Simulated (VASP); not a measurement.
# Cu (P6_3/mmc) in VASP: a series of runs

The runs below take Cu through single point, with LDA.

Everything below comes from runs of VASP 6.6.1. Logs are shortened: lines on timing, memory, paths and dates and some standing lists are left out, and cuts for length are marked.

## (1) The cell of the first run

It takes space group P6_3/mmc (No. 194, hexagonal). The conventional cell has a = 2.534 Å, b = 2.534 Å, c = 4.071 Å, α = 90.00°, β = 90.00°, γ = 120.00°. Cu (site symmetry -6m2) has 12 Cu at 2.51 to 2.53 Å within 3.3 Å.

## (2) Single point, LDA (strain -0.0100 x Voigt [0, 0, 1, 0, 0, 0])

Contents of INCAR:

```
PREC = Accurate
ENCUT = 520
EDIFF = 1E-6
ISMEAR = 0
SIGMA = 0.15
LREAL = F
LASPH = T
NELM = 100
ALGO = Fast
ISIF = 2
LWAVE = F
LCHARG = F
GGA = CA
NBANDS = 18
```

Contents of KPOINTS:

```
regular mesh
0
Gamma
  21 21 12
```

Contents of POSCAR:

```
Cu
1.0
    2.5340966698      0.0000000000      0.0000000000
   -1.2670483349      2.1945920917      0.0000000000
    0.0000000000      0.0000000000      4.0714452900
Cu
2
Direct
    0.3333333333      0.6666666667      0.2500000000
    0.6666666667      0.3333333333      0.7500000000
```

Potentials or basis: VASP PAW LDA potentials, release 64 (Cu).

On the command line:

```
$ cat potpaw_LDA.64/Cu/POTCAR > POTCAR
$ mpirun -np 1 vasp_std > vasp.out
```

OUTCAR:

```text
PREC = Accurate
   ENCUT = 520
   EDIFF = 1E-6
   ISMEAR = 0
   LREAL = F
   LASPH = T
   NELM = 100
   ISIF = 2
   GGA = CA

 ion  position               nearest neighbor table
   1  0.333  0.667  0.250-   2 2.51   2 2.51   2 2.51   2 2.51   2 2.51   2 2.51
   2  0.667  0.333  0.750-   1 2.51   1 2.51   1 2.51   1 2.51   1 2.51   1 2.51

  LATTYP: Found a hexagonal cell.
 ALAT       =     2.5340966698
 C/A-ratio  =     1.6066653410

  Lattice vectors:

 A1 = (   2.5340966698,   0.0000000000,   0.0000000000)
 A2 = (  -1.2670483349,   2.1945920917,   0.0000000000)
 A3 = (   0.0000000000,   0.0000000000,   4.0714452900)

Analysis of symmetry for initial positions (statically):
=====================================================================
 Subroutine PRICEL returns:
 Original cell was already a primitive cell.

 Routine SETGRP: Setting up the symmetry group for a
 hexagonal supercell.

 Subroutine GETGRP returns: Found 24 space group operations
 (whereof 12 operations were pure point group operations)
 out of a pool of 24 trial point group operations.

The static configuration has the point symmetry D_3d.
 The point group associated with its full space group is D_6h.

Analysis of symmetry for dynamics (positions and initial velocities):
=====================================================================
 Subroutine PRICEL returns:
 Original cell was already a primitive cell.

 Routine SETGRP: Setting up the symmetry group for a
 hexagonal supercell.

 Subroutine GETGRP returns: Found 24 space group operations
 (whereof 12 operations were pure point group operations)
 out of a pool of 24 trial point group operations.

The dynamic configuration has the point symmetry D_3d.
 The point group associated with its full space group is D_6h.

 Subroutine INISYM returns: Found 24 space group operations
 (whereof 12 operations are pure point group operations),
 and found     1 'primitive' translations

----------------------------------------------------------------------------------------

                                     Primitive cell

  volume of cell :      22.6426

  direct lattice vectors                    reciprocal lattice vectors
     2.534096670  0.000000000  0.000000000     0.394617937  0.227832772  0.000000000
    -1.267048335  2.194592092  0.000000000     0.000000000  0.455665544  0.000000000
     0.000000000  0.000000000  4.071445290     0.000000000  0.000000000  0.245613027

  length of vectors
     2.534096670  2.534096670  4.071445290     0.455665544  0.455665544  0.245613027

  position of ions in fractional coordinates (direct lattice)
     0.333333333  0.666666667  0.250000000
     0.666666667  0.333333333  0.750000000

  ion indices of the primitive-cell ions
   primitive index   ion index
                 1           1
                 2           2

----------------------------------------------------------------------------------------

 KPOINTS: regular mesh

Automatic generation of k-mesh.
 Grid dimensions read from file:
 generate k-points for:   21   21   12

 Generating k-lattice:

  Cartesian coordinates                     Fractional coordinates (reciprocal lattice)
     0.018791330  0.010849180  0.000000000     0.047619048 -0.000000000  0.000000000
     0.000000000  0.021698359  0.000000000     0.000000000  0.047619048  0.000000000
     0.000000000  0.000000000  0.020467752     0.000000000  0.000000000  0.083333333

  Length of vectors
     0.021698359  0.021698359  0.020467752

  Shift w.r.t. Gamma in fractional coordinates (k-lattice)
     0.000000000  0.000000000  0.000000000

 Subroutine IBZKPT returns following result:
 ===========================================

 Found    336 irreducible k-points:

 Following reciprocal coordinates:
            Coordinates               Weight
  0.000000  0.000000  0.000000      1.000000
  0.047619  0.000000  0.000000      6.000000
  0.095238  0.000000  0.000000      6.000000
  0.142857 -0.000000  0.000000      6.000000
  0.190476  0.000000  0.000000      6.000000
  0.238095  0.000000  0.000000      6.000000
[... 16 lines left out ...]
  0.142857  0.095238  0.000000     12.000000
  0.190476  0.095238  0.000000     12.000000
 [... further k-points ...]
   k-points           NKPTS =    336   k-points in BZ     NKDIM =    336   number of bands    NBANDS=     18
   number of dos      NEDOS =    301   number of ions     NIONS =      2
   total plane-waves  NPLWV =  12000
   dimension x,y,z NGX =    20 NGY =   20 NGZ =   30
   dimension x,y,z NGXF=    40 NGYF=   40 NGZF=   60
   ions per type =               2
   NGX,Y,Z   is equivalent  to a cutoff of  13.12, 13.12, 12.25 a.u.
   NGXF,Y,Z  is equivalent  to a cutoff of  26.24, 26.24, 24.50 a.u.
 SYSTEM =  unknown system
   PREC   = accura    normal or accurate (medium, high low for compatibility)
   ISTART =      0    job   : 0-new  1-cont  2-samecut
   ICHARG =      2    charge: 1-file 2-atom 10-const
   ISPIN  =      1    spin polarized calculation?
   LNONCOLLINEAR =      F non collinear calculations
   LSORBIT =      F    spin-orbit coupling
   LASPH  =      T    aspherical Exc in radial PAW
   ENCUT  =  520.0 eV  38.22 Ry    6.18 a.u.   4.71  4.71  7.57*2*pi/ulx,y,z
   NELM   =    100;   NELMIN=  2; NELMDL= -5     # of ELM steps
   EDIFF  = 0.1E-05   stopping-criterion for ELM
   LREAL  =      F    real-space projection
   EDIFFG = 0.1E-04   stopping-criterion for IOM
   NSW    =      0    number of steps for IOM
   IBRION =     -1    ionic relax: 0-MD 1-quasi-New 2-CG
   NFREE  =      0    steps in history (QN), initial steepest desc. (CG)
   ISIF   =      2    stress and relaxation
   ISYM   =      2    0-nonsym 1-usesym 2-fastsym
   POTIM  = 0.5000    time-step for ionic-motion
   TEBEG  =    0.0;   TEEND  =   0.0 temperature during run
   PSTRESS=    0.0 pullay stress
   NELECT =      22.0000    total number of electrons
   NUPDOWN=      -1.0000    fix difference up-down
   EMIN   =  10.00;   EMAX   =-10.00  energy-range for DOS
   EFERMI =   0.00;   METHOD = LEGACY
   ISMEAR =     0;   SIGMA  =   0.15  broadening in eV -4-tet -1-fermi 0-gaus
   EFERMI_NEDOS =   21; number of points for ismear=-14 and -15
   IALGO  =     68    algorithm
   IMIX   =      4    mixing-type and parameters
     AMIX     =   0.40;   BMIX     =  1.00
     AMIX_MAG =   1.60;   BMIX_MAG =  1.00
  volume/ion in A,a.u.               =      11.32        76.40
  Fermi-wavevector in a.u.,A,eV,Ry     =   1.621464  3.064122 35.771677  2.629144
  Thomas-Fermi vector in A             =   2.715235
   LORBIT       =      0    0 simple, 1 ext, 2 COOP (PROOUT), +10 PAW based schemes
   GGA     = CA    functional components
   LHFCALC =     F    Hartree Fock is set to
   AEXX    =    0.0000 exact exchange contribution
   IVDW    =     0    specifies the selected vdW correction
   LEPSILON=     F    determine dielectric tensor
   LRPA    =     F    only Hartree local field effects (RPA)
 non-spin polarized calculation
 RMM-DIIS sequential band-by-band and
 Gauss-broadening in eV      SIGMA  =   0.15
  energy-cutoff  :      520.00
  volume of cell :       22.64
 maximum number of plane-waves:       628
 NGX is ok and might be reduce to    20
   NGX =  9   NGY =  9   NGZ = 15

 number of electron      21.9999970 magnetization

 Free energy of the ion-electron system (eV)
  ---------------------------------------------------
  ext. energy  EPLUGINS =         0.00000000
  ---------------------------------------------------
  free energy    TOTEN  =        -9.38303002 eV

  energy without entropy =       -9.37541462  energy(sigma->0) =       -9.37922232

 E-fermi :   7.8834     XC(G=0): -13.3511

 val. band max:        7.8720480406   @ k =   0.3810   0.0000   0.4167
 cond. band min:       7.8884243260   @ k =   0.2857   0.2381   0.0833
 fundamental gap:      0.0163762854
 Fermi energy:         7.8834066787

 k-point     1 :       0.0000    0.0000    0.0000
  band No.  band energies     occupation
      1      -1.7948      2.00000
      2       2.5452      2.00000
      3       4.7291      2.00000
      4       4.7330      2.00000
      5       4.7330      2.00000
      6       4.9690      2.00000
[... 10 lines left out ...]
     17      31.5545      0.00000
     18      31.6742      0.00000

 k-point     2 :       0.0476    0.0000    0.0000
  band No.  band energies     occupation
      1      -1.7199      2.00000
      2       2.5882      2.00000
      3       4.6373      2.00000
      4       4.7612      2.00000
      5       4.8172      2.00000
      6       4.9552      2.00000
[... 10 lines left out ...]
     17      32.3029      0.00000
     18      32.9976      0.00000

 k-point     3 :       0.0952    0.0000    0.0000
  band No.  band energies     occupation
      1      -1.4968      2.00000
      2       2.7112      2.00000
      3       4.5288      2.00000
      4       4.8442      2.00000
      5       4.8843      2.00000
      6       4.9399      2.00000
[... 10 lines left out ...]
     17      32.8824      0.00000
     18      32.9287      0.00000

 k-point     4 :       0.1429   -0.0000    0.0000
  band No.  band energies     occupation
      1      -1.1308      2.00000
      2       2.8945      2.00000
      3       4.4079      2.00000
      4       4.7463      2.00000
      5       4.8388      2.00000
      6       4.9768      2.00000
[... 375 lines left out ...]
      4       4.6003      2.00000
      5       4.8300      2.00000
      6       4.9727      2.00000
[... 10 lines left out ...]
     17      31.1330      0.00000
     18      31.2928      0.00000

 k-point    23 :       0.1429    0.0952    0.0000
  band No.  band energies     occupation
      1      -0.4212      2.00000
      2       3.1931      2.00000
      3       4.2082      2.00000
      4       4.2978      2.00000
      5       4.7793      2.00000
      6       4.8736      2.00000
[... 10 lines left out ...]
     17      29.7125      0.00000
     18      30.3577      0.00000

 k-point    24 :       0.1905    0.0952    0.0000
  band No.  band energies     occupation
      1       0.1851      2.00000
      2       3.3582      2.00000
      3       4.0233      2.00000
      4       4.1064      2.00000
      5       4.7476      2.00000
      6       4.7831      2.00000
[... 10 lines left out ...]
     17      27.9544      0.00000
     18      29.5484      0.00000

 [... further k-points ...]
[... 5 lines left out ...]
  --------------------------------------------------------------------------------------
  -------------------------------------------------------------------------------------
  Total       -1.0113635     -1.0113635     -0.3993688     -0.0000000      0.0000000      0.0000000
  in kB      -71.5636122    -71.5636122    -28.2591497     -0.0000000      0.0000000      0.0000000
  external PRESSURE =     -57.1287913 kB  Pullay stress =       0.0000000 kB

 VOLUME and BASIS-vectors are now :
 -----------------------------------------------------------------------------
  energy-cutoff  :      520.00
  volume of cell :       22.64
      direct lattice vectors                 reciprocal lattice vectors
     2.534096670  0.000000000  0.000000000     0.394617937  0.227832772  0.000000000
    -1.267048335  2.194592092  0.000000000     0.000000000  0.455665544  0.000000000
     0.000000000  0.000000000  4.071445290     0.000000000  0.000000000  0.245613027

 POSITION                                       TOTAL-FORCE (eV/Angst)
 -----------------------------------------------------------------------------------
     -0.00000      1.46306      1.01786        -0.000000     -0.000000      0.000000
      1.26705      0.73153      3.05358         0.000000      0.000000      0.000000
 -----------------------------------------------------------------------------------
    total drift:                                0.000000     -0.000000      0.000000

  FREE ENERGIE OF THE ION-ELECTRON SYSTEM (eV)
  ---------------------------------------------------
  free  energy   TOTEN  =        -9.3830300225 eV

  energy  without entropy=       -9.3754146157  energy(sigma->0) =       -9.37922232
```

Wall time 53 s (1 thread of Intel Xeon 6975P-C (Granite Rapids), shared host); peak memory 0.21 GiB.

Results:

| Item | Value |
| --- | --- |
| Free energy | -9.3830 eV |
| Pressure | -5.7 GPa |
| Band gap on the k mesh | zero (band 11 reaches 11.94 eV, above the bottom of band 12 at 5.83 eV) |

Stress tensor (GPa, compression positive):
```
-7.16  0.00  0.00
 0.00 -7.16  0.00
 0.00  0.00 -2.83
```

Caveat: the cell differs from its parent crystal (strain -0.0100 x Voigt [0, 0, 1, 0, 0, 0]).

[end of part 1 of 2]
